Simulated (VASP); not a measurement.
# SiC7 (P1) in VASP: single point with PBE

Aim: the single point of SiC7 with PBE.

All numbers are computed with VASP 6.6.1; they aren't measurements. Logs are shortened: lines on timing, memory, paths and dates and some standing lists are left out, and cuts for length are marked.

**1. The cell of the first run**

The typed cell holds 24 atoms: a = 5.384 Å, b = 5.373 Å, c = 6.606 Å, α = 90.73°, β = 89.43°, γ = 119.71°.

**2. Single point, PBE**

INCAR

```
PREC = Accurate
ENCUT = 520
EDIFF = 1E-6
ISMEAR = 0
SIGMA = 0.02
LREAL = Auto
LASPH = T
NELM = 80
ALGO = Normal
ISIF = 2
LWAVE = F
LCHARG = T
GGA = PE
LELF = T
LVHAR = T
NBANDS = 66
```

KPOINTS

```
regular mesh
0
Gamma
  5 5 4
```

POSCAR

```
SiC7
1.0
   -3.8287890000     -3.7845240000     -0.0018840000
    0.0111400000      3.7752690000      3.8232490000
   -3.8249380000      3.7788060000     -3.8379070000
C Si
21 3
Direct
    0.5220235387      0.0166092151      0.0237121795
    0.9995872136      0.9915210325      0.0061680601
    0.8362099947      0.1766241508      0.6684950783
    0.6756507800      0.3374587971      0.3495034278
    0.1589548412      0.3312439454      0.3333870607
    0.9724461808      0.4817209186      0.0087432019
    0.8480423400      0.6744265477      0.6579216846
    0.3230193224      0.6748279942      0.6269965419
    0.6740150446      0.8392249723      0.3428057426
    0.1605636644      0.8291871967      0.3219560134
    0.3175553941      0.1236333666      0.9399070799
    0.8333686141      0.1694158218      0.9225053158
    0.6987416751      0.3521781783      0.5847600408
    0.1491928990      0.3475907781      0.5703751218
    0.5066042364      0.5022966647      0.2856449013
    0.9935528631      0.4975630267      0.2456893458
    0.8609695120      0.6821744901      0.9037869289
    0.6729022654      0.8447410805      0.5774167553
    0.1549818876      0.8181918239      0.5523617653
    0.5088089291      0.0044724226      0.2591110136
    0.9961466358      0.9954429876      0.2481997635
    0.3326172857      0.1699421967      0.6672351350
    0.5188745842      0.4819994114      0.0148641365
    0.3150834055      0.6816371833      0.8994444135
```

Potentials or basis: VASP PAW PBE potentials, release 64 (C, Si).

Started as:

```
$ cat potpaw_PBE.64/C/POTCAR potpaw_PBE.64/Si/POTCAR > POTCAR
$ mpirun -np 1 vasp_std > vasp.out
```

OUTCAR:

```text
PREC = Accurate
   ENCUT = 520
   EDIFF = 1E-6
   ISMEAR = 0
   LREAL = Auto
   LASPH = T
   NELM = 80
   ISIF = 2
   GGA = PE

 ion  position               nearest neighbor table
   1  0.522  0.017  0.024-  20 1.56  11 1.58  12 1.60  24 1.77  23 2.51
   2  1.000  0.992  0.006-  11 1.55  17 1.59  21 1.60  12 1.70
   3  0.836  0.177  0.668-  13 1.57  14 1.60  18 1.66  12 1.68
   4  0.676  0.337  0.350-  13 1.56  15 1.61  16 1.63  20 1.66
   5  0.159  0.331  0.333-  14 1.57  15 1.65  16 1.66  21 1.66
   6  0.972  0.482  0.009-  12 1.56  16 1.57  17 1.63  24 1.76  23 2.44
   7  0.848  0.674  0.658-  13 1.58  19 1.59  17 1.63  18 1.70
   8  0.323  0.675  0.627-  19 1.54  14 1.57  18 1.67  24 1.80
   9  0.674  0.839  0.343-  18 1.55  15 1.61  21 1.63  20 1.64
  10  0.161  0.829  0.322-  19 1.52  21 1.62  16 1.62  20 1.68
  11  0.318  0.124  0.940-   2 1.55   1 1.58  23 1.75  22 1.82  24 2.38
  12  0.833  0.169  0.923-   6 1.56   1 1.60   3 1.68   2 1.70
  13  0.699  0.352  0.585-   4 1.56   3 1.57   7 1.58  22 1.79
  14  0.149  0.348  0.570-   5 1.57   8 1.57   3 1.60  22 1.80
  15  0.507  0.502  0.286-   9 1.61   4 1.61   5 1.65  23 1.79
  16  0.994  0.498  0.246-   6 1.57  10 1.62   4 1.63   5 1.66
  17  0.861  0.682  0.904-   2 1.59   7 1.63   6 1.63  23 1.77  24 2.45
  18  0.673  0.845  0.577-   9 1.55   3 1.66   8 1.67   7 1.70
  19  0.155  0.818  0.552-  10 1.52   8 1.54   7 1.59  22 1.80
  20  0.509  0.004  0.259-   1 1.56   9 1.64   4 1.66  10 1.68
  21  0.996  0.995  0.248-   2 1.60  10 1.62   9 1.63   5 1.66
  22  0.333  0.170  0.667-  13 1.79  19 1.80  14 1.80  11 1.82  23 2.72  24 3.02
  23  0.519  0.482  0.015-  11 1.75  17 1.77  15 1.79  24 2.03   6 2.44   1 2.51  22 2.72
  24  0.315  0.682  0.899-   6 1.76   1 1.77   8 1.80  23 2.03  11 2.38  17 2.45  22 3.02

  LATTYP: Found a triclinic cell.
 ALAT       =     5.3730822661
 B/A-ratio  =     1.0053088528
 C/A-ratio  =     1.2294593719
 COS(alpha) =     0.0027673054
 COS(beta)  =     0.0126744892
 COS(gamma) =     0.5007208471

  Lattice vectors:

 A1 = (   0.0111400000,   3.7752690000,   3.8232490000)
 A2 = (  -3.8176490000,  -0.0092550000,   3.8213650000)
 A3 = (   3.8249380000,  -3.7788060000,   3.8379070000)

Analysis of symmetry for initial positions (statically):
=====================================================================
 Subroutine PRICEL returns:
 Original cell was already a primitive cell.

 Routine SETGRP: Setting up the symmetry group for a
 triclinic supercell.

 Subroutine GETGRP returns: Found  1 space group operations
 (whereof  1 operations were pure point group operations)
 out of a pool of  2 trial point group operations.

The static configuration has the point symmetry C_1 .

Analysis of symmetry for dynamics (positions and initial velocities):
=====================================================================
 Subroutine PRICEL returns:
 Original cell was already a primitive cell.

 Routine SETGRP: Setting up the symmetry group for a
 triclinic supercell.

 Subroutine GETGRP returns: Found  1 space group operations
 (whereof  1 operations were pure point group operations)
 out of a pool of  2 trial point group operations.

The dynamic configuration has the point symmetry C_1 .

 Subroutine INISYM returns: Found  1 space group operations
 (whereof  1 operations are pure point group operations),
 and found     1 'primitive' translations

----------------------------------------------------------------------------------------

                                     Primitive cell

  volume of cell :     165.9462

  direct lattice vectors                    reciprocal lattice vectors
    -3.828789000 -3.784524000 -0.001884000    -0.174372494 -0.087865457  0.087270865
     0.011140000  3.775269000  3.823249000    -0.087569182  0.088506592  0.174416924
    -3.824938000  3.778806000 -3.837907000    -0.087149134  0.088211694 -0.086850747

  length of vectors
     5.383516570  5.373082266  6.605986348     0.213874517  0.214296621  0.151391303

  position of ions in fractional coordinates (direct lattice)
     0.522023539  0.016609215  0.023712180
     0.999587214  0.991521033  0.006168060
     0.836209995  0.176624151  0.668495078
     0.675650780  0.337458797  0.349503428
     0.158954841  0.331243945  0.333387061
     0.972446181  0.481720919  0.008743202
[... 16 lines left out ...]
     0.518874584  0.481999411  0.014864137
     0.315083405  0.681637183  0.899444413

  ion indices of the primitive-cell ions
   primitive index   ion index
                 1           1
                 2           2
                 3           3
                 4           4
                 5           5
                 6           6
[... 16 lines left out ...]
                23          23
                24          24

----------------------------------------------------------------------------------------

 KPOINTS: regular mesh

Automatic generation of k-mesh.
 Grid dimensions read from file:
 generate k-points for:    5    5    4

 Generating k-lattice:

  Cartesian coordinates                     Fractional coordinates (reciprocal lattice)
    -0.034874499 -0.017573091  0.017454173     0.200000000  0.000000000  0.000000000
    -0.017513836  0.017701318  0.034883385     0.000000000  0.200000000  0.000000000
    -0.021787283  0.022052923 -0.021712687    -0.000000000  0.000000000  0.250000000

  Length of vectors
     0.042774903  0.042859324  0.037847826

  Shift w.r.t. Gamma in fractional coordinates (k-lattice)
     0.000000000  0.000000000  0.000000000

 Subroutine IBZKPT returns following result:
 ===========================================

 Found     51 irreducible k-points:

 Following reciprocal coordinates:
            Coordinates               Weight
  0.000000  0.000000  0.000000      1.000000
  0.200000 -0.000000 -0.000000      2.000000
  0.400000  0.000000 -0.000000      2.000000
 -0.000000  0.200000  0.000000      2.000000
  0.200000  0.200000  0.000000      2.000000
  0.400000  0.200000  0.000000      2.000000
[... 16 lines left out ...]
 -0.200000  0.200000  0.250000      2.000000
 -0.000000  0.400000  0.250000      2.000000
 [... further k-points ...]
   k-points           NKPTS =     51   k-points in BZ     NKDIM =     51   number of bands    NBANDS=     66
   number of dos      NEDOS =    301   number of ions     NIONS =     24
   total plane-waves  NPLWV =  80000
   dimension x,y,z NGX =    40 NGY =   40 NGZ =   50
   dimension x,y,z NGXF=    80 NGYF=   80 NGZF=  100
   ions per type =              21   3
   NGX,Y,Z   is equivalent  to a cutoff of  12.35, 12.38, 12.58 a.u.
   NGXF,Y,Z  is equivalent  to a cutoff of  24.70, 24.75, 25.17 a.u.
 SYSTEM =  unknown system
   PREC   = accura    normal or accurate (medium, high low for compatibility)
   ISTART =      0    job   : 0-new  1-cont  2-samecut
   ICHARG =      2    charge: 1-file 2-atom 10-const
   ISPIN  =      1    spin polarized calculation?
   LNONCOLLINEAR =      F non collinear calculations
   LSORBIT =      F    spin-orbit coupling
   LASPH  =      T    aspherical Exc in radial PAW
   ENCUT  =  520.0 eV  38.22 Ry    6.18 a.u.  10.01  9.99 12.28*2*pi/ulx,y,z
   NELM   =     80;   NELMIN=  2; NELMDL= -5     # of ELM steps
   EDIFF  = 0.1E-05   stopping-criterion for ELM
   LREAL  =      T    real-space projection
   EDIFFG = 0.1E-04   stopping-criterion for IOM
   NSW    =      0    number of steps for IOM
   IBRION =     -1    ionic relax: 0-MD 1-quasi-New 2-CG
   NFREE  =      0    steps in history (QN), initial steepest desc. (CG)
   ISIF   =      2    stress and relaxation
   ISYM   =      2    0-nonsym 1-usesym 2-fastsym
   POTIM  = 0.5000    time-step for ionic-motion
   TEBEG  =    0.0;   TEEND  =   0.0 temperature during run
   PSTRESS=    0.0 pullay stress
   NELECT =      96.0000    total number of electrons
   NUPDOWN=      -1.0000    fix difference up-down
   EMIN   =  10.00;   EMAX   =-10.00  energy-range for DOS
   EFERMI =   0.00;   METHOD = LEGACY
   ISMEAR =     0;   SIGMA  =   0.02  broadening in eV -4-tet -1-fermi 0-gaus
   EFERMI_NEDOS =   21; number of points for ismear=-14 and -15
   IALGO  =     38    algorithm
   IMIX   =      4    mixing-type and parameters
     AMIX     =   0.40;   BMIX     =  1.00
     AMIX_MAG =   1.60;   BMIX_MAG =  1.00
  volume/ion in A,a.u.               =       6.91        46.66
  Fermi-wavevector in a.u.,A,eV,Ry     =   1.364089  2.577755 25.316903  1.860740
  Thomas-Fermi vector in A             =   2.490436
   LORBIT       =      0    0 simple, 1 ext, 2 COOP (PROOUT), +10 PAW based schemes
   GGA     = PE    functional components
   LHFCALC =     F    Hartree Fock is set to
   AEXX    =    0.0000 exact exchange contribution
   IVDW    =     0    specifies the selected vdW correction
   LEPSILON=     F    determine dielectric tensor
   LRPA    =     F    only Hartree local field effects (RPA)
 non-spin polarized calculation
 Gauss-broadening in eV      SIGMA  =   0.02
  energy-cutoff  :      520.00
  volume of cell :      165.95
 maximum number of plane-waves:      4491
   NGX = 21   NGY = 19   NGZ = 25

 number of electron      96.0000000 magnetization

 Free energy of the ion-electron system (eV)
  ---------------------------------------------------
  ext. energy  EPLUGINS =         0.00000000
  ---------------------------------------------------
  free energy    TOTEN  =      -196.19320323 eV

  energy without entropy =     -196.19320323  energy(sigma->0) =     -196.19320323

 E-fermi :  10.8169     XC(G=0): -12.5549

 val. band max:       10.6755696840   @ k =   0.0000   0.0000   0.0000
 cond. band min:      12.0199720215   @ k =  -0.2000   0.2000   0.2500
 fundamental gap:      1.3444023375
 Fermi energy:        10.8169254293

 k-point     1 :       0.0000    0.0000    0.0000
  band No.  band energies     occupation
      1     -10.5559      2.00000
      2      -8.1557      2.00000
      3      -7.7078      2.00000
      4      -6.1316      2.00000
      5      -6.0148      2.00000
      6      -5.8287      2.00000
[... 52 lines left out ...]
     59      14.6798      0.00000
     60      14.7359      0.00000

 k-point     2 :       0.2000   -0.0000   -0.0000
  band No.  band energies     occupation
      1     -10.3512      2.00000
      2      -7.9866      2.00000
      3      -7.6003      2.00000
      4      -7.1789      2.00000
      5      -6.3476      2.00000
      6      -6.1950      2.00000
[... 52 lines left out ...]
     59      15.0790      0.00000
     60      15.2691      0.00000

 k-point     3 :       0.4000    0.0000   -0.0000
  band No.  band energies     occupation
      1      -9.7760      2.00000
      2      -8.5925      2.00000
      3      -7.5115      2.00000
      4      -7.0073      2.00000
      5      -6.8420      2.00000
      6      -6.5183      2.00000
[... 1312 lines left out ...]
     59      14.9966      0.00000
     60      15.3895      0.00000

 k-point    24 :      -0.0000    0.4000    0.2500
  band No.  band energies     occupation
      1      -9.5774      2.00000
      2      -8.6704      2.00000
      3      -8.1271      2.00000
      4      -7.2165      2.00000
      5      -6.5172      2.00000
      6      -6.3071      2.00000
[... 52 lines left out ...]
     59      15.9206      0.00000
     60      16.1181      0.00000

 [... further k-points ...]

 [bands above 60 left out]

------------------------ aborting loop because EDIFF is reached ----------------------------------------

  FORCE on cell =-STRESS in cart. coord.  units (eV):
  Direction    XX          YY          ZZ          XY          YZ          ZX
  --------------------------------------------------------------------------------------
  -------------------------------------------------------------------------------------
  Total        0.0923050      0.0810108      0.0477833      0.0244488      0.0520410     -0.0014885
  in kB        0.8911862      0.7821432      0.4613387      0.2360485      0.5024454     -0.0143709
  external PRESSURE =       0.7115560 kB  Pullay stress =       0.0000000 kB

 VOLUME and BASIS-vectors are now :
 -----------------------------------------------------------------------------
  energy-cutoff  :      520.00
  volume of cell :      165.95
      direct lattice vectors                 reciprocal lattice vectors
    -3.828789000 -3.784524000 -0.001884000    -0.174372494 -0.087865457  0.087270865
     0.011140000  3.775269000  3.823249000    -0.087569182  0.088506592  0.174416924
    -3.824938000  3.778806000 -3.837907000    -0.087149134  0.088211694 -0.086850747

 POSITION                                       TOTAL-FORCE (eV/Angst)
 -----------------------------------------------------------------------------------
     -2.08923     -1.82330     -0.02849         0.017658     -0.009303     -0.013201
     -3.83976     -0.01640      3.76528         0.014722      0.023821      0.004315
     -5.75666      0.02826     -1.89192        -0.001615      0.001623     -0.016688
     -3.91999      0.03769     -0.05245         0.011541     -0.014373      0.004333
     -1.88010      1.90877     -0.01338         0.016082     -0.014761      0.018943
     -3.75137     -1.82858      1.80635        -0.005794      0.005116      0.021479
[... 16 lines left out ...]
     -2.03815     -0.08785      1.78478         0.003209      0.007802      0.008080
     -4.63911      4.77975     -0.84651        -0.006665      0.001680      0.004422
 -----------------------------------------------------------------------------------
    total drift:                               -0.025772     -0.000832     -0.023770

  FREE ENERGIE OF THE ION-ELECTRON SYSTEM (eV)
  ---------------------------------------------------
  free  energy   TOTEN  =      -196.1932032282 eV

  energy  without entropy=     -196.1932032282  energy(sigma->0) =     -196.19320323
```

Wall time 22 min (1 thread of Intel Xeon Platinum 8259CL at 2.50GHz (Skylake/Cascade Lake), shared host); peak memory 0.48 GiB.

What came out:

```
Free energy            : -196.1932 eV
Pressure               : 0.1 GPa
Largest force          : 0.040 eV/Å
Band gap on the k mesh : 1.34 eV (least direct gap 1.41 eV)
```

Forces on the atoms (eV/Å):
```
C    0.018 -0.009 -0.013
C    0.015  0.024  0.004
C   -0.002  0.002 -0.017
C    0.012 -0.014  0.004
C    0.016 -0.015  0.019
C   -0.006  0.005  0.021
C    0.016  0.016  0.014
C   -0.024  0.017 -0.006
C    0.010 -0.013  0.008
C   -0.003 -0.020  0.019
C    0.004 -0.019  0.035
C    0.002 -0.038 -0.013
C    0.009  0.025 -0.014
C   -0.019 -0.007 -0.029
C    0.006 -0.011  0.006
C   -0.012  0.006 -0.011
C    0.006 -0.005 -0.020
C   -0.009  0.004 -0.014
C   -0.011  0.021  0.008
C   -0.016  0.012 -0.004
C   -0.001  0.008 -0.008
Si  -0.007  0.003 -0.003
Si   0.003  0.008  0.008
Si  -0.007  0.002  0.004
```
